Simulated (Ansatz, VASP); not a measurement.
# RhCl in VASP and in Ansatz

File INCAR:

```
SYSTEM = RhCl
PREC = Accurate
ENCUT = 600
EDIFF = 1E-6
ISMEAR = 0
SIGMA = 0.1
LREAL = .False.
LASPH = .True.
NELM = 100
ALGO = Normal
ISIF = 3
LWAVE = .False.
LCHARG = .False.
GGA = PE
IBRION = 2
NSW = 100
EDIFFG = -0.01
```

File KPOINTS:

```
Automatic mesh
0
Gamma
  18 18 18
  0 0 0
```

POSCAR

```
RhCl
1.0
    3.1382440977      0.0000000000      0.0000000000
    0.0000000000      3.1382440977      0.0000000000
    0.0000000000      0.0000000000      3.1382440977
Rh Cl
1 1
Direct
    0.0000000000      0.0000000000      0.0000000000
    0.5000000000      0.5000000000      0.5000000000
```

Input for Ansatz:

```yaml
crystal:
  lattice:
    - [3.1382440977, 0.0, 0.0]
    - [0.0, 3.1382440977, 0.0]
    - [0.0, 0.0, 3.1382440977]
  atoms:
    - { symbol: Rh, position: [0.0, 0.0, 0.0] }
    - { symbol: Cl, position: [0.5, 0.5, 0.5] }
basis:
  ecutwfc: 420
kpoints:
  mp_grid: { grid: [18, 18, 18] }
hamiltonian:
  xc: pbe
scf:
  occupations: { method: gaussian, width: 0.1 }
output:
  forces: true
  stress: true
  eigenvalues: true
relax:
  adjacent_minimum: "off"
  f_tol: 0.01
  max_steps: 80
  cell: { stress_tol: 0.05 }
```

Alike in both runs: task relaxation of cell and atoms; functional PBE; k mesh 18 × 18 × 18; occupations gaussian, width 0.1 eV; no spin polarisation.

```csv
,VASP,Ansatz
version,VASP 6.6.1,Ansatz 0.2.0
potentials or method,"VASP PAW PBE potentials, release 64 (Rh_pv, Cl), cutoff 600 eV","scalar-relativistic, plane waves, PAW"
valence electrons in the cell,22,24
```

|  | VASP | Ansatz | Ansatz less VASP |
| --- | --- | --- | --- |
| gap on the k mesh at the Fermi level, each at its own relaxed structure (eV) | none | none | - |
| relaxed volume (Å³/atom) | 15.50 | 15.51 | +0.007 |
| relaxed cell length with the largest relative difference (Å) | 3.141 | 3.142 | +0.0005 |

A gap of «none» marks a metal or a gap that the smearing closes. VASP's potentials hold 22 valence electrons a cell and Ansatz's 24, so a difference there can come from the potentials and not from the codes.
